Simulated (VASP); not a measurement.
# TaN (P6_3/mmc) in VASP: a series of runs, part 2 of 2

VASP 6.6.1. Earlier steps stand in the parts before.

### 4 Single point, PBEsol (equal xx and yy strain of +1 %)

INCAR reads:

```
PREC     = Accurate       # precision mode
ENCUT    = 520            # plane-wave cutoff, eV
EDIFF    = 1E-6           # SCF threshold, eV
ISMEAR   = -1             # smearing method
SIGMA    = 0.01           # smearing width, eV
LREAL    = False          # projectors in reciprocal space
LASPH    = True           # aspherical terms in the spheres
NELM     = 100            # most SCF steps
ALGO     = Normal         # electronic algorithm
ISIF     = 2              # what is computed and relaxed
LWAVE    = False          # write WAVECAR
LCHARG   = True           # write CHGCAR
GGA      = PS             # functional
LELF     = True           # ELF
LVHAR    = True         
NBANDS   = 24             # bands
```

KPOINTS reads:

```
regular mesh
0
Gamma
  11 11 6
```

POSCAR reads:

```
TaN
1.0
    3.0784819984      0.0000000000      0.0000000000
   -1.5392409992      2.6660436156      0.0000000000
    0.0000000000      0.0000000000      4.9180000000
Ta N
2 2
Direct
    0.0000000000      0.0000000000      0.0000000000
    0.0000000000      0.0000000000      0.5000000000
    0.3333333333      0.6666666667      0.2500000000
    0.6666666667      0.3333333333      0.7500000000
```

Potentials or basis: VASP PAW PBE potentials, release 64 (Ta_pv, N).

Launch:

```sh
$ cat potpaw_PBE.64/Ta_pv/POTCAR potpaw_PBE.64/N/POTCAR > POTCAR
$ mpirun -np 1 vasp_std > vasp.out
```

OUTCAR:

```text
PREC = Accurate
   ENCUT = 520
   EDIFF = 1E-6
   ISMEAR = -1
   LREAL = False
   LASPH = True
   NELM = 100
   ISIF = 2
   GGA = PS

 ion  position               nearest neighbor table
   1  0.000  0.000  0.000-   3 2.16   4 2.16   3 2.16   4 2.16   4 2.16   3 2.16   2 2.46   2 2.46

   2  0.000  0.000  0.500-   3 2.16   4 2.16   3 2.16   4 2.16   4 2.16   3 2.16   1 2.46   1 2.46

   3  0.333  0.667  0.250-   1 2.16   2 2.16   1 2.16   2 2.16   1 2.16   2 2.16
   4  0.667  0.333  0.750-   1 2.16   2 2.16   1 2.16   2 2.16   1 2.16   2 2.16

  LATTYP: Found a hexagonal cell.
 ALAT       =     3.0784819984
 C/A-ratio  =     1.5975406069

  Lattice vectors:

 A1 = (   3.0784819984,   0.0000000000,   0.0000000000)
 A2 = (  -1.5392409992,   2.6660436156,   0.0000000000)
 A3 = (   0.0000000000,   0.0000000000,   4.9180000000)

Analysis of symmetry for initial positions (statically):
=====================================================================
 Subroutine PRICEL returns:
 Original cell was already a primitive cell.

 Routine SETGRP: Setting up the symmetry group for a
 hexagonal supercell.
[... 167 lines left out ...]
  ext. energy  EPLUGINS =         0.00000000
  ---------------------------------------------------
  free energy    TOTEN  =       -44.40594979 eV

  energy without entropy =      -44.40540723  energy(sigma->0) =      -44.40567851

 E-fermi :   9.5269     XC(G=0): -13.7892

 val. band max:        9.5208489056   @ k =   0.0909  -0.0000   0.0000
 cond. band min:       9.5279759147   @ k =   0.0909  -0.0000   0.5000
 fundamental gap:      0.0071270091
 Fermi energy:         9.5268588954

 k-point     1 :       0.0000    0.0000    0.0000
  band No.  band energies     occupation
      1     -27.6278      2.00000
      2     -25.8211      2.00000
      3     -25.8211      2.00000
      4     -25.4440      2.00000
      5     -25.4440      2.00000
      6     -24.6017      2.00000
[... 637 lines left out ...]
     23      15.6441      0.00000
     24      16.0893      0.00000

 [... further k-points ...]
[... 5 lines left out ...]
  --------------------------------------------------------------------------------------
  -------------------------------------------------------------------------------------
  Total        3.5027948      3.5027948     23.9815331      0.0000000      0.0000000      0.0000000
  in kB      139.0377995    139.0377995    951.9083409      0.0000000      0.0000000      0.0000000
  external PRESSURE =     409.9946466 kB  Pullay stress =       0.0000000 kB

 VOLUME and BASIS-vectors are now :
 -----------------------------------------------------------------------------
  energy-cutoff  :      520.00
  volume of cell :       40.36
      direct lattice vectors                 reciprocal lattice vectors
     3.078481998  0.000000000  0.000000000     0.324835422  0.187543819  0.000000000
    -1.539240999  2.666043616  0.000000000     0.000000000  0.375087637  0.000000000
     0.000000000  0.000000000  4.918000000     0.000000000  0.000000000  0.203334689

 POSITION                                       TOTAL-FORCE (eV/Angst)
 -----------------------------------------------------------------------------------
      0.00000      0.00000      0.00000        -0.000000      0.000000     -0.000000
      0.00000      0.00000      2.45900        -0.000000      0.000000     -0.000000
     -0.00000      1.77736      1.22950         0.000000      0.000000      0.000000
      1.53924      0.88868      3.68850         0.000000      0.000000     -0.000000
 -----------------------------------------------------------------------------------
    total drift:                               -0.000000      0.000000      0.000000

  FREE ENERGIE OF THE ION-ELECTRON SYSTEM (eV)
  ---------------------------------------------------
  free  energy   TOTEN  =       -44.4059497920 eV

  energy  without entropy=      -44.4054072272  energy(sigma->0) =      -44.40567851
```

OSZICAR:

```text
N       E                     dE             d eps       ncg     rms          rms(c)
DAV:   1     0.268452269674E+03    0.26845E+03   -0.17224E+04  3072   0.142E+03
DAV:   2    -0.360191613528E+02   -0.30447E+03   -0.28953E+03  3744   0.413E+02
DAV:   3    -0.491248571098E+02   -0.13106E+02   -0.12914E+02  3824   0.842E+01
DAV:   4    -0.492707389135E+02   -0.14588E+00   -0.14552E+00  3512   0.915E+00
DAV:   5    -0.492728943253E+02   -0.21554E-02   -0.21545E-02  3960   0.883E-01    0.396E+01
DAV:   6    -0.446417587519E+02    0.46311E+01   -0.17309E+01  3696   0.288E+01    0.181E+01
DAV:   7    -0.444632501737E+02    0.17851E+00   -0.10086E+00  3456   0.733E+00    0.106E+01
DAV:   8    -0.444116328165E+02    0.51617E-01   -0.13505E-01  3648   0.278E+00    0.128E+00
DAV:   9    -0.444062723657E+02    0.53605E-02   -0.17013E-02  3656   0.817E-01    0.419E-01
DAV:  10    -0.444061050098E+02    0.16736E-03   -0.25403E-03  3632   0.413E-01    0.107E-01
DAV:  11    -0.444059498293E+02    0.15518E-03   -0.45197E-04  3656   0.168E-01    0.174E-02
DAV:  12    -0.444059505294E+02   -0.70018E-06   -0.16482E-05  3664   0.334E-02    0.669E-03
DAV:  13    -0.444059497920E+02    0.73738E-06   -0.74774E-07  2368   0.648E-03
   1 F= -.44405950E+02 E0= -.44405679E+02  d E =-.542565E-03
```

stdout:

```text
POSCAR found type information on POSCAR TaN
 POSCAR found :  2 types and       4 ions
 scaLAPACK will be used
 -----------------------------------------------------------------------------
|                                                                             |
|                                                                             |
|     You enforced a specific xc type in the INCAR file but a different       |
|     I HOPE YOU KNOW WHAT YOU ARE DOING!                                     |
|                                                                             |
 -----------------------------------------------------------------------------

 LDA part: xc-table for (Slater+PW92), standard interpolation
 POSCAR, INCAR and KPOINTS ok, starting setup
 FFT: planning ... GRIDC
 FFT: planning ... GRID_SOFT
 FFT: planning ... GRID
 WAVECAR not read
 entering main loop
```

It took 22 s on 1 thread of Intel Xeon 6975P-C (Granite Rapids), shared host; peak memory 0.19 GiB.

What came out:

| Property | Result |
| --- | --- |
| Free energy | -44.4059 eV |
| Pressure | 41.0 GPa |
| Band gap on the k mesh | zero (band 16 reaches 10.20 eV, above the bottom of band 17 at 7.58 eV) |

Caveat: the cell differs from its parent crystal (equal xx and yy strain of +1 %); the PAW data sets were made with another functional, which shifts forces and pressure a little; spin-orbit coupling is left out, which moves the levels of the heavy elements.

### 5 Summary

| cell | gap on the mesh (eV) | pressure (GPa) |
| --- | --- | --- |
| a = 3.048, b = 3.048, c = 5.016 Å, angles 90.0, 90.0, 120.0°, 4 atoms | none | 37.7 |
| a = 3.068, b = 3.068, c = 4.951 Å, angles 90.0, 90.0, 120.0°, 4 atoms | none | 39.9 |
| a = 3.078, b = 3.078, c = 4.918 Å, angles 90.0, 90.0, 120.0°, 4 atoms | none | 41.0 |

Alike in all rows: task single point; level PBEsol; potentials or basis VASP PAW PBE potentials, release 64 (Ta_pv, N); no spin polarisation; k mesh 11 × 11 × 6; cutoff (eV) 520; smearing fermi-dirac 0.01 eV.

Caveats: the PAW data sets were made with another functional, which shifts forces and pressure a little; spin-orbit coupling is left out, which moves the levels of the heavy elements.

Total energies depend on the potentials used, so only differences within one code and one set of settings carry meaning.
